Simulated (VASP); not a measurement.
# SiC (R3m) in VASP: further runs

Runs on SiC. Level: PBEsol. Tasks: single point.

All numbers are computed with VASP 6.6.1; they aren't measurements. Logs are shortened: lines on timing, memory, paths and dates and some standing lists are left out, and cuts for length are marked.

## Step 1: The cell of the first run

The structure is trigonal, space group R3m (No. 160). The conventional cell has a = 3.060 Å, b = 3.060 Å, c = 7.647 Å, α = 90.00°, β = 90.00°, γ = 120.00°. Within 2.5 Å of Si (site symmetry 3m) lie 4 C at 1.88 to 1.91 Å. C (site symmetry 3m) has 4 Si at 1.88 to 1.91 Å within 2.5 Å.

## Step 2: Single point, PBEsol

Contents of INCAR:

```
SYSTEM = SiC
  ALGO = Normal
  EDIFF = 1E-6
  ENCUT = 520
  GGA = PS
  ISIF = 2
  ISMEAR = 0
  LASPH = .TRUE.
  LCHARG = .FALSE.
  LREAL = .FALSE.
  LWAVE = .FALSE.
  NBANDS = 11
  NELM = 100
  PREC = Accurate
  SIGMA = 0.05
```

Contents of KPOINTS:

```
k-points
0
G
  12 12 12
  0 0 0
```

Contents of POSCAR:

```
SiC
1.0
    0.0000000000      2.1639211883      2.1639211883
    2.1639211883      0.0000000000      2.1639211883
    2.1930619937      2.1930619937     -0.0291408053
Si C
1 1
Direct
    0.0000000000      0.0000000000      0.0000000000
    0.7500000000      0.7500000000      0.7500000000
```

Potentials or basis: VASP PAW PBE potentials, release 64 (Si, C).

Command:

```
$ cat potpaw_PBE.64/Si/POTCAR potpaw_PBE.64/C/POTCAR > POTCAR
$ mpirun -np 1 vasp_std > vasp.out
```

OUTCAR:

```text
SYSTEM = SiC
   EDIFF = 1E-6
   ENCUT = 520
   GGA = PS
   ISIF = 2
   ISMEAR = 0
   LASPH = .TRUE.
   LREAL = .FALSE.
   NELM = 100
   PREC = Accurate

 ion  position               nearest neighbor table
   1  0.000  0.000  0.000-   2 1.88   2 1.88   2 1.88   2 1.91
   2  0.750  0.750  0.750-   1 1.88   1 1.88   1 1.88   1 1.91

  LATTYP: Found a trigonal (rhomboedric) cell.
 ALAT       =     3.1015949127
 COS(alpha) =     0.5132424153

  Lattice vectors:

 A1 = (   2.1930619937,   0.0291408054,  -2.1930619936)
 A2 = (   0.0291408054,   2.1930619937,  -2.1930619936)
 A3 = (   2.1930619937,   2.1930619937,  -0.0291408053)

Analysis of symmetry for initial positions (statically):
=====================================================================
 Subroutine PRICEL returns:
 Original cell was already a primitive cell.

 Routine SETGRP: Setting up the symmetry group for a
 trigonal (rhombohedral) supercell.

 Subroutine GETGRP returns: Found  6 space group operations
 (whereof  6 operations were pure point group operations)
 out of a pool of 12 trial point group operations.

The static configuration has the point symmetry C_3v.

Analysis of symmetry for dynamics (positions and initial velocities):
=====================================================================
 Subroutine PRICEL returns:
 Original cell was already a primitive cell.

 Routine SETGRP: Setting up the symmetry group for a
 trigonal (rhombohedral) supercell.

 Subroutine GETGRP returns: Found  6 space group operations
 (whereof  6 operations were pure point group operations)
 out of a pool of 12 trial point group operations.

The dynamic configuration has the point symmetry C_3v.

 Subroutine INISYM returns: Found  6 space group operations
 (whereof  6 operations are pure point group operations),
 and found     1 'primitive' translations

----------------------------------------------------------------------------------------

                                     Primitive cell

  volume of cell :      20.6747

  direct lattice vectors                    reciprocal lattice vectors
     0.000000000  2.163921188  2.163921188    -0.229537007  0.232587032  0.229537007
     2.163921188  0.000000000  2.163921188     0.232587032 -0.229537007  0.229537007
     2.193061994  2.193061994 -0.029140805     0.226486983  0.226486983 -0.226486983

  length of vectors
     3.060246692  3.060246692  3.101594913     0.399338456  0.399338456  0.392286961

  position of ions in fractional coordinates (direct lattice)
     0.000000000  0.000000000  0.000000000
[... 81 lines left out ...]
   NSW    =      0    number of steps for IOM
   IBRION =     -1    ionic relax: 0-MD 1-quasi-New 2-CG
   NFREE  =      0    steps in history (QN), initial steepest desc. (CG)
   ISIF   =      2    stress and relaxation
   ISYM   =      2    0-nonsym 1-usesym 2-fastsym
   POTIM  = 0.5000    time-step for ionic-motion
   TEBEG  =    0.0;   TEEND  =   0.0 temperature during run
   PSTRESS=    0.0 pullay stress
   NELECT =       8.0000    total number of electrons
   NUPDOWN=      -1.0000    fix difference up-down
   EMIN   =  10.00;   EMAX   =-10.00  energy-range for DOS
   EFERMI =   0.00;   METHOD = LEGACY
   ISMEAR =     0;   SIGMA  =   0.05  broadening in eV -4-tet -1-fermi 0-gaus
   EFERMI_NEDOS =   21; number of points for ismear=-14 and -15
   IALGO  =     38    algorithm
   IMIX   =      4    mixing-type and parameters
     AMIX     =   0.40;   BMIX     =  1.00
     AMIX_MAG =   1.60;   BMIX_MAG =  1.00
  volume/ion in A,a.u.               =      10.34        69.76
  Fermi-wavevector in a.u.,A,eV,Ry     =   1.192957  2.254363 19.363097  1.423147
  Thomas-Fermi vector in A             =   2.328983
   LORBIT       =      0    0 simple, 1 ext, 2 COOP (PROOUT), +10 PAW based schemes
   GGA     = PS    functional components
   LHFCALC =     F    Hartree Fock is set to
   AEXX    =    0.0000 exact exchange contribution
   IVDW    =     0    specifies the selected vdW correction
   LEPSILON=     F    determine dielectric tensor
   LRPA    =     F    only Hartree local field effects (RPA)
 non-spin polarized calculation
 Gauss-broadening in eV      SIGMA  =   0.05
  energy-cutoff  :      520.00
  volume of cell :       20.67
 maximum number of plane-waves:       572
   NGX = 11   NGY = 11   NGZ = 11

 number of electron       8.0000001 magnetization

 Free energy of the ion-electron system (eV)
  ---------------------------------------------------
  ext. energy  EPLUGINS =         0.00000000
  ---------------------------------------------------
  free energy    TOTEN  =       -15.90575848 eV

  energy without entropy =      -15.90575848  energy(sigma->0) =      -15.90575848

 E-fermi :   8.3186     XC(G=0): -11.5084

 val. band max:        8.1063239354   @ k =   0.0000   0.0000   0.0000
 cond. band min:       9.2921539171   @ k =   0.5000   0.5000   0.0000
 fundamental gap:      1.1858299817
 Fermi energy:         8.3186207173

 k-point     1 :       0.0000    0.0000    0.0000
  band No.  band energies     occupation
      1      -7.3661      2.00000
      2       7.9825      2.00000
      3       8.1063      2.00000
      4       8.1063      2.00000
      5      14.1103      0.00000
      6      15.1662      0.00000
      7      15.4700      0.00000
      8      15.4700      0.00000
      9      22.5312      0.00000
     10      22.5312      0.00000
     11      24.3366      0.00000
[... 309 lines left out ...]
 k-point    24 :      -0.4167    0.1667    0.0000
  band No.  band energies     occupation
      1      -3.3783      2.00000
      2       0.0038      2.00000
      3       4.9421      2.00000
      4       6.4877      2.00000
      5      13.0210      0.00000
      6      15.6305      0.00000
      7      16.4525      0.00000
      8      19.2244      0.00000
      9      22.7233      0.00000
     10      23.3389      0.00000
     11      26.1479      0.00000

 [... further k-points ...]
[... 5 lines left out ...]
  --------------------------------------------------------------------------------------
  -------------------------------------------------------------------------------------
  Total        0.0618784      0.0618784      0.0618784     -0.4648976      0.4648976      0.4648976
  in kB        4.7952339      4.7952339      4.7952339    -36.0270162     36.0270162     36.0270162
  external PRESSURE =       4.7952339 kB  Pullay stress =       0.0000000 kB

 VOLUME and BASIS-vectors are now :
 -----------------------------------------------------------------------------
  energy-cutoff  :      520.00
  volume of cell :       20.67
      direct lattice vectors                 reciprocal lattice vectors
     0.000000000  2.163921188  2.163921188    -0.229537007  0.232587032  0.229537007
     2.163921188  0.000000000  2.163921188     0.232587032 -0.229537007  0.229537007
     2.193061994  2.193061994 -0.029140805     0.226486983  0.226486983 -0.226486983

 POSITION                                       TOTAL-FORCE (eV/Angst)
 -----------------------------------------------------------------------------------
      0.00000      0.00000      0.00000         0.103437      0.103437     -0.103437
      3.26774      3.26774      3.22403        -0.103437     -0.103437      0.103437
 -----------------------------------------------------------------------------------
    total drift:                               -0.000031     -0.000031      0.000031

  FREE ENERGIE OF THE ION-ELECTRON SYSTEM (eV)
  ---------------------------------------------------
  free  energy   TOTEN  =       -15.9057584765 eV

  energy  without entropy=      -15.9057584765  energy(sigma->0) =      -15.90575848
```

OSZICAR:

```text
N       E                     dE             d eps       ncg     rms          rms(c)
DAV:   1     0.202564609902E+01    0.20256E+01   -0.39648E+03  4390   0.611E+02
DAV:   2    -0.171290091421E+02   -0.19155E+02   -0.18202E+02  5210   0.107E+02
DAV:   3    -0.177066765869E+02   -0.57767E+00   -0.57659E+00  5087   0.154E+01
DAV:   4    -0.177088105515E+02   -0.21340E-02   -0.21338E-02  4752   0.119E+00
DAV:   5    -0.177088198028E+02   -0.92513E-05   -0.92513E-05  5098   0.730E-02    0.875E+00
DAV:   6    -0.159858165757E+02    0.17230E+01   -0.60503E+00  4695   0.109E+01    0.393E+00
DAV:   7    -0.159203987971E+02    0.65418E-01   -0.37386E-01  4990   0.345E+00    0.177E+00
DAV:   8    -0.159059351256E+02    0.14464E-01   -0.21060E-02  4770   0.924E-01    0.165E-01
DAV:   9    -0.159057137849E+02    0.22134E-03   -0.17354E-03  5142   0.222E-01    0.110E-01
DAV:  10    -0.159057578665E+02   -0.44082E-04   -0.12566E-04  4698   0.711E-02    0.257E-02
DAV:  11    -0.159057582997E+02   -0.43316E-06   -0.11455E-05  5024   0.191E-02    0.555E-03
DAV:  12    -0.159057584765E+02   -0.17680E-06   -0.68396E-07  2802   0.512E-03
   1 F= -.15905758E+02 E0= -.15905758E+02  d E =-.483575E-12
```

Run time: 22 s. Hardware: 1 thread of Intel Xeon 6975P-C, shared host; peak memory 0.16 GiB.

What came out:

| Property | Result |
| --- | --- |
| Free energy | -15.9058 eV |
| Pressure | 0.5 GPa |
| Largest force | 0.179 eV/Å |
| Band gap on the k mesh | 1.19 eV, indirect (least direct gap 4.33 eV) |

Forces on the atoms (eV/Å):
```
Si   0.103  0.103 -0.103
C   -0.103 -0.103  0.103
```

Levels at points of the mesh, in eV from the valence-band top:
```tsv
k point	band 1	band 2	band 3	band 4	band 5	band 6	band 7	band 8	band 9
(0.00, 0.00, 0.00)	-15.47	-0.12	0.00	0.00	6.00	7.06	7.36	7.36	14.42
(0.50, 0.00, 0.00)	-11.81	-8.63	-1.15	-1.12	5.23	6.91	7.20	9.85	15.94
(0.50, 0.50, 0.00)	-10.40	-7.88	-3.35	-3.15	1.19	4.17	13.87	13.90	14.71
(0.00, 0.00, 0.50)	-12.02	-8.68	-0.98	-0.98	5.63	7.27	7.27	9.97	15.93
```

Caveat: the PAW data sets were made with another functional, which shifts forces and pressure a little.

## Step 3: Single point, PBEsol

Contents of INCAR:

```
PREC = Accurate
ENCUT = 520
EDIFF = 1E-6
ISMEAR = 0
SIGMA = 0.05
LREAL = False
LASPH = True
NELM = 100
ALGO = Normal
ISIF = 2
LWAVE = False
LCHARG = False
GGA = PS
NBANDS = 11
```

Contents of KPOINTS:

```
regular mesh
0
Gamma
  12 12 12
```

Contents of POSCAR:

```
SiC
1.0
    0.0000000000      2.1351499152      2.1351499152
    2.1351499152      0.0000000000      2.1351499152
    2.2234027784      2.2234027784     -0.0882528632
Si C
1 1
Direct
    0.0000000000      0.0000000000      0.0000000000
    0.7500000000      0.7500000000      0.7500000000
```

Potentials or basis: VASP PAW PBE potentials, release 64 (Si, C).

Command:

```
$ cat potpaw_PBE.64/Si/POTCAR potpaw_PBE.64/C/POTCAR > POTCAR
$ mpirun -np 1 vasp_std > vasp.out
```

OUTCAR:

```text
PREC = Accurate
   ENCUT = 520
   EDIFF = 1E-6
   ISMEAR = 0
   LREAL = False
   LASPH = True
   NELM = 100
   ISIF = 2
   GGA = PS

 ion  position               nearest neighbor table
   1  0.000  0.000  0.000-   2 1.86   2 1.86   2 1.86   2 1.96
   2  0.750  0.750  0.750-   1 1.86   1 1.86   1 1.86   1 1.96

  LATTYP: Found a trigonal (rhomboedric) cell.
 ALAT       =     3.1456046156
 COS(alpha) =     0.5392678906

  Lattice vectors:

[... 520 lines left out ...]

 [... further k-points ...]

------------------------ aborting loop because EDIFF is reached ----------------------------------------

  FORCE on cell =-STRESS in cart. coord.  units (eV):
  Direction    XX          YY          ZZ          XY          YZ          ZX
  --------------------------------------------------------------------------------------
  -------------------------------------------------------------------------------------
  Total        0.1847378      0.1847378      0.1847378     -1.3564817      1.3564817      1.3564817
  in kB       14.3161687     14.3161687     14.3161687   -105.1198886    105.1198886    105.1198886
  external PRESSURE =      14.3161687 kB  Pullay stress =       0.0000000 kB

 VOLUME and BASIS-vectors are now :
 -----------------------------------------------------------------------------
  energy-cutoff  :      520.00
  volume of cell :       20.67
      direct lattice vectors                 reciprocal lattice vectors
     0.000000000  2.135149915  2.135149915    -0.229618505  0.238732684  0.229618505
     2.135149915  0.000000000  2.135149915     0.238732684 -0.229618505  0.229618505
     2.223402778  2.223402778 -0.088252863     0.220504326  0.220504326 -0.220504326

 POSITION                                       TOTAL-FORCE (eV/Angst)
 -----------------------------------------------------------------------------------
      0.00000      0.00000      0.00000         0.247599      0.247599     -0.247599
      3.26891      3.26891      3.13654        -0.247599     -0.247599      0.247599
 -----------------------------------------------------------------------------------
    total drift:                                0.000038      0.000038     -0.000038

  FREE ENERGIE OF THE ION-ELECTRON SYSTEM (eV)
  ---------------------------------------------------
  free  energy   TOTEN  =       -15.8322678427 eV

  energy  without entropy=      -15.8322678427  energy(sigma->0) =      -15.83226784
```

OSZICAR:

```text
N       E                     dE             d eps       ncg     rms          rms(c)
DAV:   1     0.308015453235E+01    0.30802E+01   -0.39139E+03  4286   0.611E+02
DAV:   2    -0.170122964235E+02   -0.20092E+02   -0.19065E+02  5162   0.109E+02
DAV:   3    -0.176597034107E+02   -0.64741E+00   -0.64602E+00  5108   0.163E+01
DAV:   4    -0.176621948313E+02   -0.24914E-02   -0.24913E-02  4770   0.128E+00
DAV:   5    -0.176622056554E+02   -0.10824E-04   -0.10824E-04  5086   0.787E-02    0.880E+00
DAV:   6    -0.159150422800E+02    0.17472E+01   -0.61329E+00  4683   0.110E+01    0.394E+00
DAV:   7    -0.158472094329E+02    0.67833E-01   -0.38027E-01  5068   0.349E+00    0.178E+00
DAV:   8    -0.158324566291E+02    0.14753E-01   -0.22822E-02  4737   0.959E-01    0.170E-01
DAV:   9    -0.158322298702E+02    0.22676E-03   -0.19663E-03  5054   0.246E-01    0.108E-01
DAV:  10    -0.158322657342E+02   -0.35864E-04   -0.14483E-04  4677   0.779E-02    0.294E-02
DAV:  11    -0.158322678701E+02   -0.21359E-05   -0.11520E-05  5007   0.215E-02    0.105E-02
DAV:  12    -0.158322678427E+02    0.27377E-07   -0.10950E-06  2742   0.663E-03
   1 F= -.15832268E+02 E0= -.15832268E+02  d E =-.129891E-20
```

It took 28 s on 1 thread of Intel Xeon 8259CL, shared host; peak memory 0.16 GiB.

What came out:

- Free energy: -15.8323 eV
- Pressure: 1.4 GPa
- Largest force: 0.429 eV/Å
- Band gap on the k mesh: 1.04 eV, indirect (least direct gap 4.07 eV)

Forces in eV/Å, atoms in the order of the input:
```
Si   0.248  0.248 -0.248
C   -0.248 -0.248  0.248
```

Caveat: the PAW data sets were made with another functional, which shifts forces and pressure a little.

## Step 4: Single point, PBEsol

This run uses another cell than the first one, of 10.65 Å³/atom, 1.030 times its volume.

Contents of INCAR:

```
PREC     = Accurate       # precision mode
ENCUT    = 520            # plane-wave cutoff, eV
EDIFF    = 1E-6           # SCF threshold, eV
ISMEAR   = 0              # smearing method
SIGMA    = 0.05           # smearing width, eV
LREAL    = F              # projectors in reciprocal space
LASPH    = T              # aspherical terms in the spheres
NELM     = 80             # most SCF steps
ALGO     = Normal         # electronic algorithm
ISIF     = 2              # what is computed and relaxed
LWAVE    = F              # write WAVECAR
LCHARG   = F              # write CHGCAR
GGA      = PS             # functional
NBANDS   = 11             # bands
```

KPOINTS is that of step 3.

Contents of POSCAR:

```
SiC
1.0
    0.0000000000      2.1707313670      2.1707313670
    2.1707313670      0.0000000000      2.1707313670
    2.2299199756      2.2299199756     -0.0591886086
Si C
1 1
Direct
    0.0000000000      0.0000000000      0.0000000000
    0.7500000000      0.7500000000      0.7500000000
```

Command:

```
$ cat potpaw_PBE.64/Si/POTCAR potpaw_PBE.64/C/POTCAR > POTCAR
$ mpirun -np 1 vasp_std > vasp.out
```

Wall time 35 s (1 thread of Intel Xeon 8259CL, shared host); peak memory 0.16 GiB.

It converged, with:

```
Free energy            : -15.8690 eV
Pressure               : -5.4 GPa
Largest force          : 0.254 eV/Å
Band gap on the k mesh : 1.15 eV, indirect (least direct gap 4.18 eV)
```

Forces on the atoms (eV/Å):
```
Si   0.146  0.146 -0.146
C   -0.146 -0.146  0.146
```

Stress tensor (GPa, compression positive):
```
-5.39 -6.57  6.57
-6.57 -5.39  6.57
 6.57  6.57 -5.39
```

Levels at points of the mesh, in eV from the valence-band top:
```tsv
k point	band 1	band 2	band 3	band 4	band 5	band 6	band 7	band 8	band 9
(0.00, 0.00, 0.00)	-15.28	-0.25	0.00	0.00	5.30	6.88	7.28	7.28	14.23
(0.50, 0.00, 0.00)	-11.68	-8.50	-1.22	-1.18	4.81	6.59	7.13	9.63	15.42
(0.50, 0.50, 0.00)	-10.35	-7.82	-3.42	-3.03	1.15	4.06	13.34	13.48	14.44
(0.00, 0.00, 0.50)	-12.09	-8.57	-0.91	-0.91	5.61	7.27	7.27	9.83	15.50
```

Caveat: the PAW data sets were made with another functional, which shifts forces and pressure a little. Expect the measured gap to be larger: semilocal functionals such as PBEsol lack the derivative discontinuity.

## Step 5: Overview

```csv
cell,gap on the mesh (eV),pressure (GPa),largest force (eV/Å)
"a = 3.060, b = 3.060, c = 3.102 Å, angles 60.4, 60.4, 60.0°, 2 atoms",1.19,0.5,0.18
"a = 3.020, b = 3.020, c = 3.146 Å, angles 61.3, 61.3, 60.0°, 2 atoms",1.04,1.4,0.43
"a = 3.070, b = 3.070, c = 3.154 Å, angles 60.9, 60.9, 60.0°, 2 atoms",1.15,-5.4,0.25
```

Alike in all rows: task single point; level PBEsol; potentials or basis VASP PAW PBE potentials, release 64 (Si, C); no spin polarisation; k mesh 12 × 12 × 12; cutoff (eV) 520; smearing gaussian 0.05 eV.

Caveats: the PAW data sets were made with another functional, which shifts forces and pressure a little.

Absolute energies hang on the potentials; compare differences alone.
